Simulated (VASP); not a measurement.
# Sn3Te (Pm-3m) in VASP: further runs

Sn3Te is run at these levels: PBE; tasks: single point.

Program: VASP 6.6.1. These are calculated values, not measurements. Logs are shortened: lines on timing, memory, paths and dates and some standing lists are left out, and cuts for length are marked.

### 1 The cell of the first run

Symmetry: Pm-3m, No. 221, cubic system. The conventional cell has a = 4.906 Å, b = 4.906 Å, c = 4.906 Å, α = 90.00°, β = 90.00°, γ = 90.00°. Within 4.6 Å of Sn (site symmetry 4/mmm) lie 8 Sn at 3.47 Å and 4 Te at 3.47 Å. Within 4.6 Å of Te (site symmetry m-3m) lie 12 Sn at 3.47 Å.

### 2 Single point, PBE

INCAR

```
SYSTEM = Sn3Te
PREC     = Accurate       ! precision mode
ENCUT    = 520            ! plane-wave cutoff, eV
EDIFF    = 1E-6           ! SCF threshold, eV
ISMEAR   = -1             ! smearing method
SIGMA    = 0.1            ! smearing width, eV
LREAL    = .False.        ! projectors in reciprocal space
LASPH    = .True.         ! aspherical terms in the spheres
NELM     = 60             ! most SCF steps
ALGO     = Normal         ! electronic algorithm
ISIF     = 2              ! what is computed and relaxed
LWAVE    = .False.        ! write WAVECAR
LCHARG   = .True.         ! write CHGCAR
GGA      = PE             ! functional
LELF     = .True.         ! ELF
LVHAR    = .True.       
NBANDS   = 32             ! bands
```

KPOINTS

```
Automatic mesh
0
Gamma
  5 5 5
  0 0 0
```

POSCAR

```
Sn3Te
1.0
    4.9058355757      0.0000000000      0.0000000000
    0.0000000000      4.9058355757      0.0000000000
    0.0000000000      0.0000000000      4.9058355757
Sn Te
3 1
Direct
    0.5000000000      0.5000000000      0.0000000000
    0.5000000000      0.0000000000      0.5000000000
    0.0000000000      0.5000000000      0.5000000000
    0.0000000000      0.0000000000      0.0000000000
```

Potentials or basis: VASP PAW PBE potentials, release 64 (Sn_d, Te).

Run with:

```sh
cat potpaw_PBE.64/Sn_d/POTCAR potpaw_PBE.64/Te/POTCAR > POTCAR
mpirun -np 1 vasp_std > vasp.out
```

OUTCAR:

```text
SYSTEM = Sn3Te
   PREC = Accurate
   ENCUT = 520
   EDIFF = 1E-6
   ISMEAR = -1
   LREAL = .False.
   LASPH = .True.
   NELM = 60
   ISIF = 2
   GGA = PE

 ion  position               nearest neighbor table
   1  0.500  0.500  0.000-   2 3.47   3 3.47   4 3.47   2 3.47   3 3.47   2 3.47   4 3.47   2 3.47
                             3 3.47   4 3.47   3 3.47   4 3.47
   2  0.500  0.000  0.500-   1 3.47   3 3.47   4 3.47   1 3.47   4 3.47   1 3.47   3 3.47   1 3.47
                             3 3.47   4 3.47   4 3.47   3 3.47
   3  0.000  0.500  0.500-   1 3.47   2 3.47   4 3.47   1 3.47   4 3.47   2 3.47   4 3.47   4 3.47
                             1 3.47   2 3.47   1 3.47   2 3.47
   4  0.000  0.000  0.000-   1 3.47   2 3.47   3 3.47   2 3.47   3 3.47   1 3.47   3 3.47   3 3.47
                             1 3.47   2 3.47   2 3.47   1 3.47

  LATTYP: Found a simple cubic cell.
 ALAT       =     4.9058355757

  Lattice vectors:

 A1 = (   4.9058355757,   0.0000000000,   0.0000000000)
 A2 = (   0.0000000000,   4.9058355757,   0.0000000000)
 A3 = (   0.0000000000,   0.0000000000,   4.9058355757)

Analysis of symmetry for initial positions (statically):
=====================================================================
 Subroutine PRICEL returns:
 Original cell was already a primitive cell.

 Routine SETGRP: Setting up the symmetry group for a
 simple cubic supercell.

 Subroutine GETGRP returns: Found 48 space group operations
 (whereof 48 operations were pure point group operations)
 out of a pool of 48 trial point group operations.

The static configuration has the point symmetry O_h .

Analysis of symmetry for dynamics (positions and initial velocities):
=====================================================================
 Subroutine PRICEL returns:
 Original cell was already a primitive cell.

 Routine SETGRP: Setting up the symmetry group for a
 simple cubic supercell.

 Subroutine GETGRP returns: Found 48 space group operations
 (whereof 48 operations were pure point group operations)
 out of a pool of 48 trial point group operations.

The dynamic configuration has the point symmetry O_h .

 Subroutine INISYM returns: Found 48 space group operations
 (whereof 48 operations are pure point group operations),
 and found     1 'primitive' translations

----------------------------------------------------------------------------------------

[... 78 lines left out ...]
   LASPH  =      T    aspherical Exc in radial PAW
   ENCUT  =  520.0 eV  38.22 Ry    6.18 a.u.   9.12  9.12  9.12*2*pi/ulx,y,z
   NELM   =     60;   NELMIN=  2; NELMDL= -5     # of ELM steps
   EDIFF  = 0.1E-05   stopping-criterion for ELM
   LREAL  =      F    real-space projection
   EDIFFG = 0.1E-04   stopping-criterion for IOM
   NSW    =      0    number of steps for IOM
   IBRION =     -1    ionic relax: 0-MD 1-quasi-New 2-CG
   NFREE  =      0    steps in history (QN), initial steepest desc. (CG)
   ISIF   =      2    stress and relaxation
   ISYM   =      2    0-nonsym 1-usesym 2-fastsym
   POTIM  = 0.5000    time-step for ionic-motion
   TEBEG  =    0.0;   TEEND  =   0.0 temperature during run
   PSTRESS=    0.0 pullay stress
   NELECT =      48.0000    total number of electrons
   NUPDOWN=      -1.0000    fix difference up-down
   EMIN   =  10.00;   EMAX   =-10.00  energy-range for DOS
   EFERMI =   0.00;   METHOD = LEGACY
   ISMEAR =    -1;   SIGMA  =   0.10  broadening in eV -4-tet -1-fermi 0-gaus
   EFERMI_NEDOS =   21; number of points for ismear=-14 and -15
   IALGO  =     38    algorithm
   IMIX   =      4    mixing-type and parameters
     AMIX     =   0.40;   BMIX     =  1.00
     AMIX_MAG =   1.60;   BMIX_MAG =  1.00
  volume/ion in A,a.u.               =      29.52       199.19
  Fermi-wavevector in a.u.,A,eV,Ry     =   1.212762  2.291788 20.011336  1.470792
  Thomas-Fermi vector in A             =   2.348236
   LORBIT       =      0    0 simple, 1 ext, 2 COOP (PROOUT), +10 PAW based schemes
   GGA     = PE    functional components
   LHFCALC =     F    Hartree Fock is set to
   AEXX    =    0.0000 exact exchange contribution
   IVDW    =     0    specifies the selected vdW correction
   LEPSILON=     F    determine dielectric tensor
   LRPA    =     F    only Hartree local field effects (RPA)
 non-spin polarized calculation
  energy-cutoff  :      520.00
  volume of cell :      118.07
 maximum number of plane-waves:      3191
   NGX = 19   NGY = 19   NGZ = 19

 number of electron      47.9999980 magnetization

 Free energy of the ion-electron system (eV)
  ---------------------------------------------------
  ext. energy  EPLUGINS =         0.00000000
  ---------------------------------------------------
  free energy    TOTEN  =       -14.30975091 eV

  energy without entropy =      -14.17905140  energy(sigma->0) =      -14.24440116

 E-fermi :   7.3635     XC(G=0):  -9.9519

 val. band max:        7.3037642586   @ k =   0.4000   0.2000   0.2000
 cond. band min:       7.3969978410   @ k =   0.4000   0.4000   0.0000
 fundamental gap:      0.0932335824
 Fermi energy:         7.3634805872

 k-point     1 :       0.0000    0.0000    0.0000
  band No.  band energies     occupation
      1     -14.3312      2.00000
      2     -14.3312      2.00000
      3     -14.3312      2.00000
      4     -14.3195      2.00000
      5     -14.3195      2.00000
      6     -14.2891      2.00000
[... 339 lines left out ...]
     31      12.4413      0.00000
     32      15.0073      0.00000

------------------------ aborting loop because EDIFF is reached ----------------------------------------

  FORCE on cell =-STRESS in cart. coord.  units (eV):
  Direction    XX          YY          ZZ          XY          YZ          ZX
  --------------------------------------------------------------------------------------
  -------------------------------------------------------------------------------------
  Total       -0.3578592     -0.3578592     -0.3578592      0.0000000      0.0000000     -0.0000000
  in kB       -4.8560567     -4.8560567     -4.8560567      0.0000000      0.0000000     -0.0000000
  external PRESSURE =      -4.8560567 kB  Pullay stress =       0.0000000 kB

 VOLUME and BASIS-vectors are now :
 -----------------------------------------------------------------------------
  energy-cutoff  :      520.00
  volume of cell :      118.07
      direct lattice vectors                 reciprocal lattice vectors
     4.905835576  0.000000000  0.000000000     0.203838874  0.000000000  0.000000000
     0.000000000  4.905835576  0.000000000     0.000000000  0.203838874  0.000000000
     0.000000000  0.000000000  4.905835576     0.000000000  0.000000000  0.203838874

 POSITION                                       TOTAL-FORCE (eV/Angst)
 -----------------------------------------------------------------------------------
      2.45292      2.45292      0.00000         0.000000      0.000000      0.000000
      2.45292      0.00000      2.45292         0.000000      0.000000      0.000000
      0.00000      2.45292      2.45292         0.000000      0.000000      0.000000
      0.00000      0.00000      0.00000         0.000000      0.000000      0.000000
 -----------------------------------------------------------------------------------
    total drift:                                0.000000      0.000000      0.000000

  FREE ENERGIE OF THE ION-ELECTRON SYSTEM (eV)
  ---------------------------------------------------
  free  energy   TOTEN  =       -14.3097509139 eV

  energy  without entropy=      -14.1790514022  energy(sigma->0) =      -14.24440116
```

OSZICAR:

```text
N       E                     dE             d eps       ncg     rms          rms(c)
DAV:   1     0.438114770798E+03    0.43811E+03   -0.23141E+04   656   0.207E+03
DAV:   2     0.410409976959E+02   -0.39707E+03   -0.38582E+03   640   0.536E+02
DAV:   3    -0.119470316158E+02   -0.52988E+02   -0.51716E+02   736   0.170E+02
DAV:   4    -0.142801965549E+02   -0.23332E+01   -0.23199E+01   728   0.377E+01
DAV:   5    -0.143652233160E+02   -0.85027E-01   -0.85021E-01   944   0.737E+00    0.678E+00
DAV:   6    -0.143202381410E+02    0.44985E-01   -0.61343E-02   832   0.242E+00    0.420E+00
DAV:   7    -0.143100694964E+02    0.10169E-01   -0.52952E-02   768   0.180E+00    0.233E-01
DAV:   8    -0.143097531752E+02    0.31632E-03   -0.63337E-03   760   0.829E-01    0.108E-01
DAV:   9    -0.143097505608E+02    0.26144E-05   -0.77193E-04   816   0.250E-01    0.508E-02
DAV:  10    -0.143097531944E+02   -0.26337E-05   -0.46765E-05   904   0.626E-02    0.410E-02
DAV:  11    -0.143097520486E+02    0.11458E-05   -0.59484E-06   728   0.194E-02    0.244E-02
DAV:  12    -0.143097507560E+02    0.12925E-05   -0.89145E-07   496   0.904E-03    0.283E-03
DAV:  13    -0.143097509139E+02   -0.15781E-06   -0.35013E-07   464   0.554E-03
   1 F= -.14309751E+02 E0= -.14244401E+02  d E =-.130700E+00
```

Wall time 70 s (1 thread of AMD EPYC 7R13, shared host); peak memory 0.18 GiB.

What came out:

```
Free energy            : -14.3098 eV
Pressure               : -0.5 GPa
Band gap on the k mesh : zero (band 24 reaches 9.08 eV, above the bottom of band 25 at 7.14 eV)
```

Caveat: spin-orbit coupling is left out, which moves the levels of the heavy elements.

### 3 Single point, PBE

This run uses another cell than the first one, of 30.24 Å³/atom, 1.024 times its volume.

INCAR

```
SYSTEM = Sn3Te
PREC = Accurate
ENCUT = 520
EDIFF = 1E-6
ISMEAR = -1
SIGMA = 0.1
LREAL = .FALSE.
LASPH = .TRUE.
NELM = 80
ALGO = Normal
ISIF = 2
LWAVE = .FALSE.
LCHARG = .FALSE.
GGA = PE
NBANDS = 32
```

KPOINTS

```
regular mesh
0
G
  5 5 5
  0 0 0
```

POSCAR

```
Sn3Te
1.0
    4.9454004744      0.0000000000      0.0000000000
    0.0000000000      4.9454004744      0.0000000000
    0.0000000000      0.0000000000      4.9454004744
Sn Te
3 1
Direct
    0.5000000000      0.5000000000      0.0000000000
    0.5000000000      0.0000000000      0.5000000000
    0.0000000000      0.5000000000      0.5000000000
    0.0000000000      0.0000000000      0.0000000000
```

Potentials or basis: VASP PAW PBE potentials, release 64 (Sn_d, Te).

Run with:

```sh
cat potpaw_PBE.64/Sn_d/POTCAR potpaw_PBE.64/Te/POTCAR > POTCAR
mpirun -np 1 vasp_std > vasp.out
```

Run time: 66 s. Hardware: 1 thread of AMD EPYC 7R13, shared host; peak memory 0.22 GiB.

It converged, with:

```
Free energy            : -14.2933 eV
Pressure               : -1.4 GPa
Band gap on the k mesh : zero (band 24 reaches 8.74 eV, above the bottom of band 25 at 6.83 eV)
```

Levels at points of the mesh, in eV from the Fermi level:
```tsv
k point	band 22	band 23	band 24	band 25	band 26	band 27
(0.00, 0.00, 0.00)	-3.98	0.37	0.37	0.37	1.84	1.84
```

Caveat: spin-orbit coupling is left out, which moves the levels of the heavy elements.

### 4 Single point, PBE

This run uses another cell than the first one, of 30.96 Å³/atom, 1.049 times its volume.

INCAR

```
ALGO     = Normal         # electronic algorithm
EDIFF    = 1E-7           # SCF threshold, eV
ENCUT    = 520            # plane-wave cutoff, eV
GGA      = PE             # functional
ISIF     = 2              # what is computed and relaxed
ISMEAR   = -1             # smearing method
LASPH    = T              # aspherical terms in the spheres
LCHARG   = F              # write CHGCAR
LREAL    = F              # projectors in reciprocal space
LWAVE    = F              # write WAVECAR
NBANDS   = 32             # bands
NELM     = 60             # most SCF steps
PREC     = Accurate       # precision mode
SIGMA    = 0.1            # smearing width, eV
```

KPOINTS

```
k-points
0
Gamma
  5 5 5
```

POSCAR

```
Sn3Te
1.0
    4.9843422390      0.0000000000      0.0000000000
    0.0000000000      4.9843422390      0.0000000000
    0.0000000000      0.0000000000      4.9843422390
Sn Te
3 1
Direct
    0.5000000000      0.5000000000      0.0000000000
    0.5000000000      0.0000000000      0.5000000000
    0.0000000000      0.5000000000      0.5000000000
    0.0000000000      0.0000000000      0.0000000000
```

Run with:

```sh
cat potpaw_PBE.64/Sn_d/POTCAR potpaw_PBE.64/Te/POTCAR > POTCAR
mpirun -np 1 vasp_std > vasp.out
```

Run time: 80 s. Hardware: 1 thread of AMD EPYC 7R13, shared host; peak memory 0.22 GiB.

It converged, with:

| Quantity | Value |
| --- | --- |
| Free energy | -14.2614 eV |
| Pressure | -2.2 GPa |
| Band gap on the k mesh | zero (band 24 reaches 8.42 eV, above the bottom of band 25 at 6.53 eV) |

Levels at points of the mesh, in eV from the Fermi level:
| k point | band 21 | band 22 | band 23 | band 24 | band 25 | band 26 | band 27 | band 28 |
| --- | --- | --- | --- | --- | --- | --- | --- | --- |
| (0.00, 0.00, 0.00) | -3.89 | -3.89 | 0.36 | 0.36 | 0.36 | 1.81 | 1.81 | 1.81 |

Caveat: spin-orbit coupling is left out, which moves the levels of the heavy elements.

### 5 Single point, PBE

This run uses another cell than the first one, of 31.68 Å³/atom, 1.073 times its volume.

INCAR

```
PREC = Accurate
ENCUT = 520
EDIFF = 1E-6
ISMEAR = -1
SIGMA = 0.1
LREAL = F
LASPH = T
NELM = 80
ALGO = Normal
ISIF = 2
LWAVE = F
LCHARG = F
GGA = PE
NBANDS = 32
```

KPOINTS

```
regular mesh
0
Gamma
  5 5 5
```

POSCAR

```
Sn3Te
1.0
    5.0226848399      0.0000000000      0.0000000000
    0.0000000000      5.0226848399      0.0000000000
    0.0000000000      0.0000000000      5.0226848399
Sn Te
3 1
Direct
    0.5000000000      0.5000000000      0.0000000000
    0.5000000000      0.0000000000      0.5000000000
    0.0000000000      0.5000000000      0.5000000000
    0.0000000000      0.0000000000      0.0000000000
```

Potentials or basis: VASP PAW PBE potentials, release 64 (Sn_d, Te).

Run with:

```sh
cat potpaw_PBE.64/Sn_d/POTCAR potpaw_PBE.64/Te/POTCAR > POTCAR
mpirun -np 1 vasp_std > vasp.out
```

OUTCAR:

```text
PREC = Accurate
   ENCUT = 520
   EDIFF = 1E-6
   ISMEAR = -1
   LREAL = F
   LASPH = T
   NELM = 80
   ISIF = 2
   GGA = PE

 ion  position               nearest neighbor table
   1  0.500  0.500  0.000-   2 3.55   3 3.55   4 3.55   2 3.55   3 3.55   2 3.55   4 3.55   2 3.55
                             3 3.55   4 3.55   3 3.55   4 3.55
   2  0.500  0.000  0.500-   1 3.55   3 3.55   4 3.55   1 3.55   4 3.55   1 3.55   3 3.55   1 3.55
                             3 3.55   4 3.55   4 3.55   3 3.55
   3  0.000  0.500  0.500-   1 3.55   2 3.55   4 3.55   1 3.55   4 3.55   2 3.55   4 3.55   4 3.55
[... 538 lines left out ...]
  -------------------------------------------------------------------------------------
  Total       -2.3267639     -2.3267639     -2.3267639      0.0000000      0.0000000      0.0000000
  in kB      -29.4208427    -29.4208427    -29.4208427      0.0000000      0.0000000      0.0000000
  external PRESSURE =     -29.4208427 kB  Pullay stress =       0.0000000 kB

 VOLUME and BASIS-vectors are now :
 -----------------------------------------------------------------------------
  energy-cutoff  :      520.00
  volume of cell :      126.71
      direct lattice vectors                 reciprocal lattice vectors
     5.022684840  0.000000000  0.000000000     0.199096705  0.000000000  0.000000000
     0.000000000  5.022684840  0.000000000     0.000000000  0.199096705  0.000000000
     0.000000000  0.000000000  5.022684840     0.000000000  0.000000000  0.199096705

 POSITION                                       TOTAL-FORCE (eV/Angst)
 -----------------------------------------------------------------------------------
      2.51134      2.51134      0.00000         0.000000      0.000000      0.000000
      2.51134      0.00000      2.51134         0.000000      0.000000      0.000000
      0.00000      2.51134      2.51134         0.000000      0.000000      0.000000
      0.00000      0.00000      0.00000         0.000000      0.000000      0.000000
 -----------------------------------------------------------------------------------
    total drift:                               -0.000000     -0.000000     -0.000000

  FREE ENERGIE OF THE ION-ELECTRON SYSTEM (eV)
  ---------------------------------------------------
  free  energy   TOTEN  =       -14.2155697773 eV

  energy  without entropy=      -14.0904550212  energy(sigma->0) =      -14.15301240
```

OSZICAR:

```text
N       E                     dE             d eps       ncg     rms          rms(c)
DAV:   1     0.433562062952E+03    0.43356E+03   -0.23107E+04   656   0.202E+03
DAV:   2     0.410146473276E+02   -0.39255E+03   -0.38139E+03   640   0.522E+02
DAV:   3    -0.118666396127E+02   -0.52881E+02   -0.51061E+02   776   0.167E+02
DAV:   4    -0.141979269176E+02   -0.23313E+01   -0.23251E+01   704   0.373E+01
DAV:   5    -0.142813447799E+02   -0.83418E-01   -0.83414E-01   976   0.735E+00    0.612E+00
DAV:   6    -0.142244764861E+02    0.56868E-01   -0.82855E-02   824   0.251E+00    0.372E+00
DAV:   7    -0.142155927913E+02    0.88837E-02   -0.54456E-02   776   0.167E+00    0.510E-01
DAV:   8    -0.142155190480E+02    0.73743E-04   -0.53745E-03   776   0.707E-01    0.120E-01
DAV:   9    -0.142155649684E+02   -0.45920E-04   -0.78968E-04   800   0.240E-01    0.580E-02
DAV:  10    -0.142155695355E+02   -0.45671E-05   -0.33678E-05   840   0.419E-02    0.480E-02
DAV:  11    -0.142155697773E+02   -0.24181E-06   -0.85368E-06   736   0.231E-02
   1 F= -.14215570E+02 E0= -.14153012E+02  d E =-.125115E+00
```

Run time: 66 s. Hardware: 1 thread of AMD EPYC 7R13, shared host; peak memory 0.22 GiB.

What came out:

| Item | Value |
| --- | --- |
| Free energy | -14.2156 eV |
| Pressure | -2.9 GPa |
| Band gap on the k mesh | zero (band 24 reaches 8.11 eV, above the bottom of band 25 at 6.25 eV) |

Levels at points of the mesh, in eV from the Fermi level:
| k point | band 20 | band 21 | band 22 | band 23 | band 24 | band 25 | band 26 | band 27 | band 28 | band 29 |
| --- | --- | --- | --- | --- | --- | --- | --- | --- | --- | --- |
| (0.00, 0.00, 0.00) | -3.79 | -3.79 | -3.79 | 0.34 | 0.34 | 0.34 | 1.77 | 1.77 | 1.77 | 4.38 |

Caveat: spin-orbit coupling is left out, which moves the levels of the heavy elements.

### 6 Overview

| cell | gap on the mesh (eV) | pressure (GPa) |
| --- | --- | --- |
| a = 4.906 Å, 4 atoms | none | -0.5 |
| a = 4.945 Å, 4 atoms | none | -1.4 |
| a = 4.984 Å, 4 atoms | none | -2.2 |
| a = 5.023 Å, 4 atoms | none | -2.9 |

Alike in all rows: task single point; level PBE; potentials or basis VASP PAW PBE potentials, release 64 (Sn_d, Te); no spin polarisation; k mesh 5 × 5 × 5; cutoff (eV) 520; smearing fermi-dirac 0.1 eV.

Caveats: spin-orbit coupling is left out, which moves the levels of the heavy elements.

Total energies depend on the potentials used, so only differences within one code and one set of settings carry meaning.
